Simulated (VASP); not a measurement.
# InAs (I-4m2) in VASP: further runs

The runs below take InAs through single point, with PBEsol.

All numbers are computed with VASP 6.6.1; they aren't measurements. Logs are shortened: lines on timing, memory, paths and dates and some standing lists are left out, and cuts for length are marked.

**1. The cell of the first run**

Symmetry: I-4m2, No. 119, tetragonal system. The conventional cell has a = 4.062 Å, b = 4.062 Å, c = 6.291 Å, α = 90.00°, β = 90.00°, γ = 90.00°. In (site symmetry -4m2) has 4 As at 2.57 Å within 3.4 Å. As (site symmetry -4m2) has 4 In at 2.57 Å within 3.4 Å.

**2. Single point, PBEsol (25.95 Å³/atom)**

INCAR

```
PREC = Accurate
ENCUT = 520
EDIFF = 1E-7
ISMEAR = 0
SIGMA = 0.15
LREAL = F
LASPH = T
NELM = 100
ALGO = Normal
ISIF = 2
LWAVE = F
LCHARG = F
GGA = PS
NBANDS = 16
```

KPOINTS

```
Automatic mesh
0
Gamma
  14 14 14
```

POSCAR

```
InAs
1.0
    0.0000000000      3.1457034288      2.8720016697
    2.8720016697      0.0000000000      2.8720016697
    2.8720016697      3.1457034288      0.0000000000
In As
1 1
Direct
    0.0000000000      0.0000000000      0.0000000000
    0.7500000000      0.7500000000      0.7500000000
```

Potentials or basis: VASP PAW PBE potentials, release 64 (In_d, As).

Started as:

```
> cat potpaw_PBE.64/In_d/POTCAR potpaw_PBE.64/As/POTCAR > POTCAR
> mpirun -np 1 vasp_std > vasp.out
```

OUTCAR:

```text
PREC = Accurate
   ENCUT = 520
   EDIFF = 1E-7
   ISMEAR = 0
   LREAL = F
   LASPH = T
   NELM = 100
   ISIF = 2
   GGA = PS

 ion  position               nearest neighbor table
   1  0.000  0.000  0.000-   2 2.57   2 2.57   2 2.57   2 2.57
   2  0.750  0.750  0.750-   1 2.57   1 2.57   1 2.57   1 2.57

  LATTYP: Found a body centered tetragonal cell.
 ALAT       =     4.0616237124
 C/A-ratio  =     1.5489881149

  Lattice vectors:

 A1 = (   0.0000000000,  -3.1457034288,   2.8720016697)
 A2 = (   0.0000000000,  -3.1457034288,  -2.8720016697)
 A3 = (   2.8720016697,   3.1457034288,   0.0000000000)

Analysis of symmetry for initial positions (statically):
=====================================================================
 Subroutine PRICEL returns:
 Original cell was already a primitive cell.

 Routine SETGRP: Setting up the symmetry group for a
 body centered tetragonal supercell.

 Subroutine GETGRP returns: Found  8 space group operations
 (whereof  8 operations were pure point group operations)
 out of a pool of 16 trial point group operations.

The static configuration has the point symmetry D_2d.

Analysis of symmetry for dynamics (positions and initial velocities):
=====================================================================
 Subroutine PRICEL returns:
 Original cell was already a primitive cell.

 Routine SETGRP: Setting up the symmetry group for a
 body centered tetragonal supercell.

 Subroutine GETGRP returns: Found  8 space group operations
 (whereof  8 operations were pure point group operations)
 out of a pool of 16 trial point group operations.

The dynamic configuration has the point symmetry D_2d.

 Subroutine INISYM returns: Found  8 space group operations
 (whereof  8 operations are pure point group operations),
 and found     1 'primitive' translations

----------------------------------------------------------------------------------------

                                     Primitive cell

  volume of cell :      51.8940

  direct lattice vectors                    reciprocal lattice vectors
     0.000000000  3.145703429  2.872001670    -0.174094606  0.158946961  0.174094606
     2.872001670  0.000000000  2.872001670     0.174094606 -0.158946961  0.174094606
     2.872001670  3.145703429  0.000000000     0.174094606  0.158946961 -0.174094606

  length of vectors
     4.259559091  4.061623712  4.259559091     0.293056309  0.293056309  0.293056309

  position of ions in fractional coordinates (direct lattice)
     0.000000000  0.000000000  0.000000000
     0.750000000  0.750000000  0.750000000

  ion indices of the primitive-cell ions
   primitive index   ion index
                 1           1
                 2           2

----------------------------------------------------------------------------------------

 KPOINTS: Automatic mesh

Automatic generation of k-mesh.
 Grid dimensions read from file:
 generate k-points for:   14   14   14

 Generating k-lattice:

  Cartesian coordinates                     Fractional coordinates (reciprocal lattice)
    -0.012435329  0.011353354  0.012435329     0.071428571  0.000000000  0.000000000
     0.012435329 -0.011353354  0.012435329     0.000000000  0.071428571  0.000000000
     0.012435329  0.011353354 -0.012435329     0.000000000  0.000000000  0.071428571

  Length of vectors
     0.020932594  0.020932594  0.020932594

  Shift w.r.t. Gamma in fractional coordinates (k-lattice)
     0.000000000  0.000000000  0.000000000

 Subroutine IBZKPT returns following result:
 ===========================================

 Found    244 irreducible k-points:

 Following reciprocal coordinates:
            Coordinates               Weight
  0.000000  0.000000  0.000000      1.000000
  0.071429  0.000000 -0.000000      8.000000
  0.142857  0.000000 -0.000000      8.000000
  0.214286  0.000000 -0.000000      8.000000
  0.285714  0.000000 -0.000000      8.000000
  0.357143  0.000000 -0.000000      8.000000
[... 16 lines left out ...]
  0.214286  0.142857 -0.000000     16.000000
  0.285714  0.142857  0.000000     16.000000
 [... further k-points ...]
   k-points           NKPTS =    244   k-points in BZ     NKDIM =    244   number of bands    NBANDS=     16
   number of dos      NEDOS =    301   number of ions     NIONS =      2
   total plane-waves  NPLWV =  30720
   dimension x,y,z NGX =    32 NGY =   30 NGZ =   32
   dimension x,y,z NGXF=    64 NGYF=   60 NGZF=   64
   ions per type =               1   1
   NGX,Y,Z   is equivalent  to a cutoff of  12.49, 12.28, 12.49 a.u.
   NGXF,Y,Z  is equivalent  to a cutoff of  24.98, 24.56, 24.98 a.u.
 SYSTEM =  unknown system
   PREC   = accura    normal or accurate (medium, high low for compatibility)
   ISTART =      0    job   : 0-new  1-cont  2-samecut
   ICHARG =      2    charge: 1-file 2-atom 10-const
   ISPIN  =      1    spin polarized calculation?
   LNONCOLLINEAR =      F non collinear calculations
   LSORBIT =      F    spin-orbit coupling
   LASPH  =      T    aspherical Exc in radial PAW
   ENCUT  =  520.0 eV  38.22 Ry    6.18 a.u.   7.92  7.55  7.92*2*pi/ulx,y,z
   NELM   =    100;   NELMIN=  2; NELMDL= -5     # of ELM steps
   EDIFF  = 0.1E-06   stopping-criterion for ELM
   LREAL  =      F    real-space projection
   EDIFFG = 0.1E-05   stopping-criterion for IOM
   NSW    =      0    number of steps for IOM
   IBRION =     -1    ionic relax: 0-MD 1-quasi-New 2-CG
   NFREE  =      0    steps in history (QN), initial steepest desc. (CG)
   ISIF   =      2    stress and relaxation
   ISYM   =      2    0-nonsym 1-usesym 2-fastsym
   POTIM  = 0.5000    time-step for ionic-motion
   TEBEG  =    0.0;   TEEND  =   0.0 temperature during run
   PSTRESS=    0.0 pullay stress
   NELECT =      18.0000    total number of electrons
   NUPDOWN=      -1.0000    fix difference up-down
   EMIN   =  10.00;   EMAX   =-10.00  energy-range for DOS
   EFERMI =   0.00;   METHOD = LEGACY
   ISMEAR =     0;   SIGMA  =   0.15  broadening in eV -4-tet -1-fermi 0-gaus
   EFERMI_NEDOS =   21; number of points for ismear=-14 and -15
   IALGO  =     38    algorithm
   IMIX   =      4    mixing-type and parameters
     AMIX     =   0.40;   BMIX     =  1.00
     AMIX_MAG =   1.60;   BMIX_MAG =  1.00
  volume/ion in A,a.u.               =      25.95       175.10
  Fermi-wavevector in a.u.,A,eV,Ry     =   1.150253  2.173663 18.001615  1.323081
  Thomas-Fermi vector in A             =   2.286918
   LORBIT       =      0    0 simple, 1 ext, 2 COOP (PROOUT), +10 PAW based schemes
   GGA     = PS    functional components
   LHFCALC =     F    Hartree Fock is set to
   AEXX    =    0.0000 exact exchange contribution
   IVDW    =     0    specifies the selected vdW correction
   LEPSILON=     F    determine dielectric tensor
   LRPA    =     F    only Hartree local field effects (RPA)
 non-spin polarized calculation
 Gauss-broadening in eV      SIGMA  =   0.15
  energy-cutoff  :      520.00
  volume of cell :       51.89
 maximum number of plane-waves:      1420
   NGX = 15   NGY = 15   NGZ = 15

 number of electron      18.0000003 magnetization

 Free energy of the ion-electron system (eV)
  ---------------------------------------------------
  ext. energy  EPLUGINS =         0.00000000
  ---------------------------------------------------
  free energy    TOTEN  =        -8.38136170 eV

  energy without entropy =       -8.38121168  energy(sigma->0) =       -8.38128669

 E-fermi :   5.3202     XC(G=0):  -9.5708

 val. band max:        5.2098930635   @ k =   0.0000   0.0000   0.0000
 cond. band min:       5.8925712983   @ k =   0.0714   0.0000  -0.0000
 fundamental gap:      0.6826782348
 Fermi energy:         5.3201730851

 k-point     1 :       0.0000    0.0000    0.0000
  band No.  band energies     occupation
      1      -9.4706      2.00000
      2      -9.4337      2.00000
      3      -9.4337      2.00000
      4      -9.2957      2.00000
      5      -9.2952      2.00000
      6      -7.2634      2.00000
[... 8 lines left out ...]
     15      13.8781      0.00000
     16      14.3527      0.00000

 k-point     2 :       0.0714    0.0000   -0.0000
  band No.  band energies     occupation
      1      -9.4719      2.00000
      2      -9.4394      2.00000
      3      -9.4313      2.00000
      4      -9.2958      2.00000
      5      -9.2949      2.00000
      6      -7.2029      2.00000
[... 8 lines left out ...]
     15      13.4936      0.00000
     16      14.9570      0.00000

 k-point     3 :       0.1429    0.0000   -0.0000
  band No.  band energies     occupation
      1      -9.4861      2.00000
      2      -9.4440      2.00000
      3      -9.4249      2.00000
      4      -9.2972      2.00000
      5      -9.2927      2.00000
      6      -7.0266      2.00000
[... 8 lines left out ...]
     15      13.7965      0.00000
     16      14.3069      0.00000

 k-point     4 :       0.2143    0.0000   -0.0000
  band No.  band energies     occupation
      1      -9.5171      2.00000
      2      -9.4383      2.00000
      3      -9.4162      2.00000
      4      -9.2987      2.00000
      5      -9.2887      2.00000
      6      -6.7495      2.00000
[... 8 lines left out ...]
     15      13.9238      0.00000
     16      13.9551      0.00000
[... 324 lines left out ...]
 k-point    22 :       0.1429    0.1429    0.0000
  band No.  band energies     occupation
      1      -9.4925      2.00000
      2      -9.4474      2.00000
      3      -9.4189      2.00000
      4      -9.3053      2.00000
      5      -9.2879      2.00000
      6      -6.9325      2.00000
[... 8 lines left out ...]
     15      13.9846      0.00000
     16      14.6953      0.00000

 k-point    23 :       0.2143    0.1429   -0.0000
  band No.  band energies     occupation
      1      -9.5217      2.00000
      2      -9.4352      2.00000
      3      -9.4112      2.00000
      4      -9.3098      2.00000
      5      -9.2841      2.00000
      6      -6.7216      2.00000
[... 8 lines left out ...]
     15      14.1308      0.00000
     16      15.1595      0.00000

 k-point    24 :       0.2857    0.1429    0.0000
  band No.  band energies     occupation
      1      -9.5535      2.00000
      2      -9.4233      2.00000
      3      -9.4033      2.00000
      4      -9.3128      2.00000
      5      -9.2795      2.00000
      6      -6.4221      2.00000
[... 8 lines left out ...]
     15      14.3237      0.00000
     16      15.3791      0.00000

 [... further k-points ...]

------------------------ aborting loop because EDIFF is reached ----------------------------------------

  FORCE on cell =-STRESS in cart. coord.  units (eV):
  Direction    XX          YY          ZZ          XY          YZ          ZX
  --------------------------------------------------------------------------------------
  -------------------------------------------------------------------------------------
  Total        2.1791965      1.0188293      2.1791965      0.0000000      0.0000000      0.0000000
  in kB       67.2805966     31.4553748     67.2805966      0.0000000      0.0000000      0.0000000
  external PRESSURE =      55.3388560 kB  Pullay stress =       0.0000000 kB

 VOLUME and BASIS-vectors are now :
 -----------------------------------------------------------------------------
  energy-cutoff  :      520.00
  volume of cell :       51.89
      direct lattice vectors                 reciprocal lattice vectors
     0.000000000  3.145703429  2.872001670    -0.174094606  0.158946961  0.174094606
     2.872001670  0.000000000  2.872001670     0.174094606 -0.158946961  0.174094606
     2.872001670  3.145703429  0.000000000     0.174094606  0.158946961 -0.174094606

 POSITION                                       TOTAL-FORCE (eV/Angst)
 -----------------------------------------------------------------------------------
      0.00000      0.00000      0.00000        -0.000000     -0.000000     -0.000000
      4.30800      4.71856      4.30800         0.000000      0.000000      0.000000
 -----------------------------------------------------------------------------------
    total drift:                               -0.000000     -0.000007     -0.000000

  FREE ENERGIE OF THE ION-ELECTRON SYSTEM (eV)
  ---------------------------------------------------
  free  energy   TOTEN  =        -8.3813616974 eV

  energy  without entropy=       -8.3812116773  energy(sigma->0) =       -8.38128669
```

It took 4.3 min on 1 thread of Intel Xeon 8259CL, shared host; peak memory 0.34 GiB.

What came out:

```yaml
Free_energy: -8.3814 eV
Pressure: 5.5 GPa
Band_gap_on_the_k_mesh: zero (filled and empty bands touch)
```

Stress tensor (GPa, compression positive):
```
6.73 0.00 0.00
0.00 3.15 0.00
0.00 0.00 6.73
```

Levels at points of the mesh, in eV from the Fermi level:
```
           k point  band 7  band 8  band 9  band 10  band 11  band 12
(0.00, 0.00, 0.00)   -0.65   -0.29   -0.11    -0.11     3.58     3.58
(0.50, 0.00, 0.00)   -6.42   -1.71   -1.02     0.60     4.21     4.71
(0.50, 0.50, 0.00)   -6.24   -3.02   -2.98     0.90     1.43     8.66
(0.50, 0.00, 0.50)   -6.81   -2.46   -2.46     1.40     2.26     8.60
```

Caveat: the cell stands under pressure; semilocal functionals underestimate gaps, and a narrow one can read as zero; the PAW data sets were made with another functional, which shifts forces and pressure a little; spin-orbit coupling is left out, which moves the levels of the heavy elements.

[end of part 1 of 2]

The gap in the log of VASP goes by the Fermi energy; the results here count the filled bands.